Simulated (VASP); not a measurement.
Runs of VASP 6.6.1 on HgTe. The structure is that of space group Fm-3m (No. 225), or close to it. The cells are those of the table. 

```csv
task,cell,cutoff (eV),gap on the mesh (eV),pressure (GPa)
single point,"a = 4.186 Å, angles 60.0°, 2 atoms",520,none,7.1
single point,"a = 4.076 Å, angles 60.0°, 2 atoms",520,none,15.1
single point,"a = 4.159 Å, angles 60.0°, 2 atoms",520,none,8.8
relaxation of the atoms,"atoms relaxed from a = 4.186 Å, angles 60.0°, 2 atoms",520,none,7.1
single point,"a = 4.132 Å, angles 60.0°, 2 atoms",520,none,(a)
relaxation of the atoms,"atoms relaxed from a = 4.159 Å, angles 60.0°, 2 atoms",450,none,8.8
relaxation of the atoms,"atoms relaxed from a = 4.104 Å, angles 60.0°, 2 atoms",450,none,12.8
relaxation of the atoms,"atoms relaxed from a = 4.213 Å, angles 60.0°, 2 atoms",520,none,5.6
```

Alike in all rows: level PBE; potentials or basis VASP PAW PBE potentials, release 64 (Hg, Te); no spin polarisation; k mesh 14 × 14 × 14; smearing fermi-dirac 0.05 eV.

Question: Estimate the missing entries.

Answer: (a) 10.7.

Caveats: spin-orbit coupling is left out, which moves the levels of the heavy elements; the cell stands under pressure (at least some runs); the relaxation stopped at its first step, so nothing moved (at least some runs).

A k mesh can miss the band edges, and the runs leave out spin-orbit coupling on Hg, Te.

A gap of «none» marks levels without a gap at the run's occupations.
